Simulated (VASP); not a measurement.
The system is C.

```
C
1.0
     1.22805   -2.12706    0.00000
     1.22805    2.12706    0.00000
     0.00000    0.00000    7.17327
C
4
Direct
  0.08338 0.91662 0.75314
  0.58338 0.41662 0.24686
  0.91662 0.08338 0.24686
  0.41662 0.58338 0.75314
```

| Property | Result |
| --- | --- |
| Program | VASP 6.6.1 |
| Task | relaxation of cell and atoms |
| Functional | LDA |
| Potentials or basis | VASP PAW LDA potentials, release 64 (C) |
| Cutoff | 600 eV |
| k mesh | 18 × 18 × 6 |
| Occupations | gaussian, width 0.1 eV |
| Spin | no spin polarisation |

At the start: pressure -3.6 GPa; volume 9.37 Å³/atom.

**Question.** Where does the relaxation end?

**Answer.** Over 38 steps the energy falls by 5.3 meV/atom and the volume is 8.58 Å³/atom (-8.4 %); space group Fmmm (No. 69, to 0.1 Å) before and after.

The path:
| step | energy change (eV) | largest force (eV/Å) | pressure (GPa) | volume (Å³) |
| --- | --- | --- | --- | --- |
| 1 | 0.0000 | 0.0262 | -3.63 | 37.48 |
| 2 | 0.0193 | 0.1141 | 7.35 | 36.33 |
| 3 | -0.0048 | 0.0142 | -0.39 | 37.12 |
| 4 | -0.0048 | 0.0150 | -0.33 | 37.11 |
| 5 | -0.0061 | 0.0536 | -0.28 | 36.97 |
| 6 | -0.0086 | 0.2606 | -0.13 | 36.52 |
| 7 | -0.0071 | 0.6870 | 0.28 | 35.64 |
| 8 | -0.0091 | 0.4032 | 0.02 | 36.22 |
| 9 | -0.0092 | 0.4016 | 0.02 | 36.21 |
| 10 | -0.0096 | 0.3971 | 0.03 | 36.18 |
| 11 | -0.0102 | 0.3880 | 0.01 | 36.11 |
| 12 | -0.0115 | 0.3698 | 0.00 | 35.96 |
| 13 | -0.0138 | 0.3335 | 0.00 | 35.68 |
| 14 | -0.0174 | 0.2612 | 0.02 | 35.11 |
| 15 | -0.0191 | 0.1173 | 0.21 | 33.97 |
| 16 | -0.0195 | 0.1622 | 0.15 | 34.33 |
| 17 | -0.0203 | 0.0698 | 0.08 | 34.41 |
| 18 | -0.0205 | 0.0365 | 0.02 | 34.50 |
| 19 | -0.0206 | 0.0232 | 0.00 | 34.50 |
| 20 | -0.0207 | 0.0150 | -0.05 | 34.51 |
| 21 | -0.0207 | 0.0110 | -0.05 | 34.51 |
| 22 | -0.0207 | 0.0200 | -0.02 | 34.51 |
| 23 | -0.0207 | 0.0152 | -0.02 | 34.51 |
| 24 | -0.0207 | 0.0144 | -0.04 | 34.51 |
| 25 | -0.0207 | 0.0135 | 0.00 | 34.50 |
| 26 | -0.0207 | 0.0119 | 0.04 | 34.49 |
| 27 | -0.0208 | 0.0098 | 0.12 | 34.46 |
| 28 | -0.0208 | 0.0087 | 0.29 | 34.41 |
| 29 | -0.0208 | 0.0091 | 0.27 | 34.41 |
| 30 | -0.0208 | 0.0098 | 0.27 | 34.41 |
| 31 | -0.0209 | 0.0119 | 0.24 | 34.40 |
| 32 | -0.0209 | 0.0172 | 0.18 | 34.39 |
| 33 | -0.0210 | 0.0289 | 0.08 | 34.36 |
| 34 | -0.0210 | 0.0534 | -0.14 | 34.30 |
| 35 | -0.0210 | 0.0401 | -0.03 | 34.33 |
| 36 | -0.0211 | 0.0089 | -0.02 | 34.33 |
| 37 | -0.0211 | 0.0086 | -0.02 | 34.32 |
| 38 | -0.0211 | 0.0048 | 0.01 | 34.32 |

Final structure:
```
C
1.0
     1.22325   -2.11764    0.00000
     1.22325    2.11764    0.00000
     0.00000    0.00000    6.62418
C
4
Direct
  0.08329 0.91671 0.75035
  0.58329 0.41671 0.24965
  0.91671 0.08329 0.24965
  0.41671 0.58329 0.75035
```
